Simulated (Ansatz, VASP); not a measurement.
**Sn3Se, level by level in two programs**

```
Sn Se
1.0
     4.77328    0.00000    0.00000
     0.00000    4.77328    0.00000
     0.00000    0.00000    4.77328
Sn Se
3 1
Direct
  0.50000 0.50000 0.00000
  0.50000 0.00000 0.50000
  0.00000 0.50000 0.50000
  0.00000 0.00000 0.00000
```

Single points on this cell with VASP 6.6.1 and Ansatz 0.2.0. Each row is one pair of runs. Alike in all rows: spin: off; k mesh: 6 × 6 × 6; smearing: fermi-dirac, width 0.05 eV.

| level | VASP's potentials, cutoff | Ansatz's potentials, cutoff | gap on the k mesh at the Fermi level (eV), VASP | gap on the k mesh at the Fermi level (eV), Ansatz | pressure (GPa), VASP | pressure (GPa), Ansatz |
| --- | --- | --- | --- | --- | --- | --- |
| LDA | VASP PAW LDA potentials, release 64 (Sn_d, Se), 520 eV | Ansatz PAW, 420 eV | none | none | -4.7 | -4.7 |
| PBE | VASP PAW PBE potentials, release 64 (Sn_d, Se), 520 eV | Ansatz PAW, 420 eV | none | none | -0.7 | -0.7 |
| r2SCAN | VASP PAW PBE potentials, release 64 (Sn_d, Se), 520 eV | Ansatz PAW, 500 eV | none | none | -1.5 | -1.5 |

Pressure (GPa): the two programs differ by at most 0.03.

VASP's potentials hold 48 valence electrons a cell and Ansatz's 58, so a difference there can come from the potentials and not from the codes.

A gap of «none» marks a metal or a gap that the smearing closes.
